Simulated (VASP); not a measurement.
Write the native input for VASP 6.6.1 that does the following.

- Task: single point
- Functional: LDA
- Potentials or basis: VASP PAW LDA potentials, release 64 (Al)
- Cutoff: 520 eV
- k mesh: 14 × 14 × 8
- Occupations: fermi-dirac, width 0.1 eV
- Spin: no spin polarisation
- Dipole correction: no
- Further INCAR settings: ALGO = Normal; EDIFF = 1e-07; NBANDS = 10

The structure of Al lies in POSCAR:

```
Al
1.0
    2.9096776419      0.0000000000      0.0000000000
   -1.4548388209      2.5198547547      0.0000000000
    0.0000000000      0.0000000000      4.6921946626
Al
2
Direct
    0.3333333333      0.6666666667      0.2500000000
    0.6666666667      0.3333333333      0.7500000000
```

This cell differs from its parent crystal: volume scaled by 1.08.

The input as run:

INCAR

```
SYSTEM = Al
PREC     = Accurate       ! precision mode
ENCUT    = 520            ! plane-wave cutoff, eV
EDIFF    = 1E-7           ! SCF threshold, eV
ISMEAR   = -1             ! smearing method
SIGMA    = 0.1            ! smearing width, eV
LREAL    = .FALSE.        ! projectors in reciprocal space
LASPH    = .TRUE.         ! aspherical terms in the spheres
NELM     = 100            ! most SCF steps
ALGO     = Normal         ! electronic algorithm
ISIF     = 2              ! what is computed and relaxed
LWAVE    = .FALSE.        ! write WAVECAR
LCHARG   = .FALSE.        ! write CHGCAR
NBANDS   = 10             ! bands
```

KPOINTS

```
regular mesh
0
G
  14 14 8
  0 0 0
```

Potentials or basis: VASP PAW LDA potentials, release 64 (Al).

Command:

```sh
$ cat potpaw_LDA.64/Al/POTCAR > POTCAR
$ mpirun -np 1 vasp_std > vasp.out
```

Results of the run:

```yaml
Pressure: -5.2 GPa
Band_gap_on_the_k_mesh: zero (band 3 reaches 11.65 eV, above the bottom of band 4 at 4.17 eV)
```

It took 16 s on 1 thread of Intel Xeon 6975P-C (shared host), peak memory 0.15 GiB.
